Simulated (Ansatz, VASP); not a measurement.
**Two plane-wave programs on CdTe**

```xyz
4
Lattice="4.6919 0.0000 0.0000 0.0000 4.6919 0.0000 0.0000 0.0000 6.9421" Properties=species:S:1:pos:R:3 pbc="T T T"
Cd    0.0000    0.0000    0.0000
Cd    2.3460    2.3460    0.0000
Te    2.3460    0.0000    5.1817
Te    0.0000    2.3460    1.7604
```

Change from the starting cell: ordered vacancies on the cation sites of antifluorite (P4/nmm, No. 129).

Alike in both runs: functional PBE; k mesh 4 × 4 × 4; occupations gaussian, width 0.1 eV; no spin polarisation.

Ansatz relaxed the structure, and its values are those at the end. VASP's run is a single point on that final structure, the one shown.

|  | VASP | Ansatz |
| --- | --- | --- |
| version | VASP 6.6.1 | Ansatz 0.2.0 |
| potentials or method | VASP PAW PBE potentials, release 64 (Cd, Te), cutoff 520 eV | scalar-relativistic, plane waves, PAW |
| valence electrons in the cell | 36 | 72 |

Ansatz gave:

| Quantity | Value |
| --- | --- |
| gap on the k mesh at the Fermi level (eV) | 1.06 |
| least direct gap on the mesh (eV) | 1.06 |
| pressure (GPa) | 0.0 |
| rms of the force components (eV/Å) | 0.010 |

Q: What did VASP give for the same quantities?

A: gap on the k mesh at the Fermi level (eV): 1.05; least direct gap on the mesh (eV): 1.05; pressure (GPa): 0.1; rms of the force components (eV/Å): 0.007.

VASP's potentials hold 36 valence electrons a cell and Ansatz's 72, so a difference there can come from the potentials and not from the codes.

Neither program's run includes spin-orbit coupling.
